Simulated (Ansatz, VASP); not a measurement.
## One calculation of SnTe, two programs

Contents of INCAR:

```
SYSTEM = SnTe
PREC = Accurate ; ENCUT = 520
EDIFF = 1E-6 ; ISMEAR = -1
SIGMA = 0.08 ; LREAL = .False.
LASPH = .True. ; NELM = 100
ALGO = Normal ; ISIF = 2
LWAVE = .False. ; LCHARG = .False.
GGA = PE ; NBANDS = 17
```

Contents of KPOINTS:

```
Automatic mesh
0
Gamma
  12 12 12
  0 0 0
```

The input POSCAR:

```
SnTe
1.0
    0.0000000000      3.3477736377      3.3477736377
    3.3477736377      0.0000000000      3.3477736377
    3.3477736377      3.3477736377      0.0000000000
Sn Te
1 1
Direct
    0.0000000000      0.0000000000      0.0000000000
    0.2500000000      0.2500000000      0.2500000000
```

Input for Ansatz:

```yaml
crystal:
  lattice:
    - [0.0, 3.3477736377, 3.3477736377]
    - [3.3477736377, 0.0, 3.3477736377]
    - [3.3477736377, 3.3477736377, 0.0]
  atoms:
    - { symbol: Sn, position: [0.0, 0.0, 0.0] }
    - { symbol: Te, position: [0.25, 0.25, 0.25] }
kpoints:
  mp_grid: { grid: [12, 12, 12] }
scf:
  occupations: { method: fermi_dirac, width: 0.08 }
hamiltonian:
  xc: pbe
  pseudopotentials: { kind: paw }
output:
  forces: true
  stress: true
  eigenvalues: true
  populations: true
```

Change from the starting cell: volume scaled by 0.8, PAW files.

Alike in both runs: task single point; functional PBE; k mesh 12 × 12 × 12; occupations fermi-dirac, width 0.08 eV; no spin polarisation.

|  | VASP | Ansatz |
| --- | --- | --- |
| version | VASP 6.6.1 | Ansatz 0.2.0 |
| potentials or method | VASP PAW PBE potentials, release 64 (Sn_d, Te) | PAW with Ansatz's default frozen-core files, scalar-relativistic |
| plane-wave cutoff (eV) | 520 | 420 |
| valence electrons in the cell | 20 | 30 |

```csv
,VASP,Ansatz,Ansatz less VASP
pressure (GPa),8.0,8.0,+0.02
```

VASP's potentials hold 20 valence electrons a cell and Ansatz's 30, so a difference there can come from the potentials and not from the codes.

Neither program's run includes spin-orbit coupling.
